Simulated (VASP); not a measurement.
Set up this calculation in VASP 6.6.1, as the native input.

```
Task                   : single point
Functional             : PBE
Potentials or basis    : VASP PAW PBE potentials, release 64 (Pt, Se)
Cutoff                 : 520 eV
k mesh                 : 18 × 18 × 1
Occupations            : gaussian, width 0.1 eV
Spin                   : no spin polarisation
Dipole correction      : yes
Further INCAR settings : ALGO = Normal; EDIFF = 1e-06; NBANDS = 15
```

The structure of PtSe lies in POSCAR:

```
PtSe
1.0
    3.8565965691      0.0000000000      0.0000000000
   -1.9282982846      3.3399106010      0.0000000000
    0.0000000000      0.0000000000     26.4065689600
Pt Se
1 1
Direct
    0.0000000000      0.0000000000      0.3193525540
    0.6666666667      0.3333333333      0.2865572870
```

One way to write it, as run:

INCAR

```
  PREC = Accurate
  ENCUT = 520
  EDIFF = 1E-6
  ISMEAR = 0
  SIGMA = 0.1
  LREAL = False
  LASPH = True
  NELM = 60
  ALGO = Normal
  ISIF = 2
  LWAVE = False
  LCHARG = False
  LDIPOL = True
  IDIPOL = 3
  DIPOL = 0.5 0.5 0.303
  GGA = PE
  NBANDS = 15
```

KPOINTS

```
Automatic mesh
0
Gamma
  18 18 1
```

Potentials or basis: VASP PAW PBE potentials, release 64 (Pt, Se).

The run is started by

```console
$ cat potpaw_PBE.64/Pt/POTCAR potpaw_PBE.64/Se/POTCAR > POTCAR
$ mpirun -np 1 vasp_std > vasp.out
```

Results of the run:

```json
{
 "Largest force": "0.064 eV/Å",
 "Band gap on the k mesh": "zero (band 8 reaches -1.53 eV, above the bottom of band 9 at -3.97 eV)"
}
```

Caveat: spin-orbit coupling is left out, which moves the levels of the heavy elements.

Run time: 5.7 min on 1 thread of AMD EPYC 7R13 Processor (Zen 3), with other jobs on the host, peak memory 0.53 GiB.
